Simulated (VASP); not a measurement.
**Pd: single point with LDA**

Pd:

```xyz
3
Lattice="4.4435 0.0000 0.0000 -2.2217 3.8482 0.0000 0.0000 0.0000 2.6366" Properties=species:S:1:pos:R:3 pbc="T T T"
Pd   -2.2217    3.8482    0.0000
Pd    0.0000    2.5654    1.3183
Pd    2.2217    1.2827    1.3183
```

This cell differs from its parent crystal: volume scaled by 1.04.

- Program: VASP 6.6.1
- Task: single point
- Functional: LDA
- Potentials or basis: VASP PAW LDA potentials, release 64 (Pd)
- Cutoff: 520 eV
- k mesh: 9 × 9 × 14
- Occupations: fermi-dirac, width 0.05 eV
- Spin: collinear spin, ferromagnetic start
- Starting moments: [0.5, 0.5, 0.5] μB

```json
{"Pressure": "-7.3 GPa", "Band gap on the k mesh": "zero (filled and empty bands overlap)", "Net moment": "0.00 μB per cell", "Valence electrons inside the program's atomic spheres": "Pd 9.37, 9.46"}
```

Stress tensor (GPa, compression positive):
```
-7.56  0.00  0.00
 0.00 -7.56  0.00
 0.00  0.00 -6.85
```

Levels at points of the mesh, in eV from the Fermi level:
Spin up:
| k point | band 13 | band 14 | band 15 | band 16 | band 17 | band 18 |
| --- | --- | --- | --- | --- | --- | --- |
| (0.00, 0.00, 0.00) | -1.42 | -1.42 | 0.18 | 0.18 | 7.44 | 7.44 |
| (0.00, 0.00, 0.50) | -0.18 | -0.18 | 0.77 | 2.44 | 3.25 | 9.31 |
Spin down:
| k point | band 11 | band 12 | band 13 | band 14 | band 15 | band 16 | band 17 | band 18 | band 19 | band 20 |
| --- | --- | --- | --- | --- | --- | --- | --- | --- | --- | --- |
| (0.00, 0.00, 0.00) | -1.53 | -1.53 | -1.42 | -1.42 | 0.18 | 0.18 | 7.44 | 7.44 | 7.46 | 7.46 |
| (0.00, 0.00, 0.50) | -0.48 | -0.48 | -0.18 | -0.18 | 0.77 | 2.44 | 3.25 | 9.31 | 10.03 | 10.03 |

Run time: 6.1 min on 1 thread of Oxide Virtual Turin-like Processor, on a shared host, peak memory 0.23 GiB.
